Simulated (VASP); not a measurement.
The system is AlAu.

```xyz
2
Lattice="3.2239 0.0000 0.0000 0.0000 3.2239 0.0000 0.0000 0.0000 3.2239" Properties=species:S:1:pos:R:3 pbc="T T T"
Al    0.0000    0.0000    0.0000
Au    1.6120    1.6120    1.6120
```

* Program: VASP 6.6.1
* Task: relaxation of volume and atoms at fixed shape
* Functional: r2SCAN
* Potentials or basis: VASP PAW PBE potentials, release 64 (Al, Au)
* Cutoff: 600 eV
* k mesh: 13 × 13 × 13
* Occupations: gaussian, width 0.05 eV
* Spin: no spin polarisation

At the start: pressure -5.0 GPa; volume 16.75 Å³/atom.

**Question.** How do energy, volume and symmetry change on relaxing?

**Answer.** Over 3 steps the energy falls by 11.2 meV/atom and the volume is 16.07 Å³/atom (-4.1 %); space group Pm-3m (No. 221, to 0.05 Å).

Step by step:
| step | energy change (eV) | largest force (eV/Å) | pressure (GPa) | volume (Å³) |
| --- | --- | --- | --- | --- |
| 1 | 0.0000 | 0.0000 | -4.97 | 33.51 |
| 2 | -0.0065 | 0.0000 | 4.93 | 31.05 |
| 3 | -0.0224 | 0.0000 | -0.01 | 32.13 |

Final structure:
```
CELL_PARAMETERS angstrom
3.17913 0.00000 0.00000
0.00000 3.17913 0.00000
0.00000 0.00000 3.17913
ATOMIC_POSITIONS crystal
Al 0.00000 0.00000 0.00000
Au 0.50000 0.50000 0.50000
```

Caveat: the PAW data sets were made with another functional, which shifts forces and pressure a little.
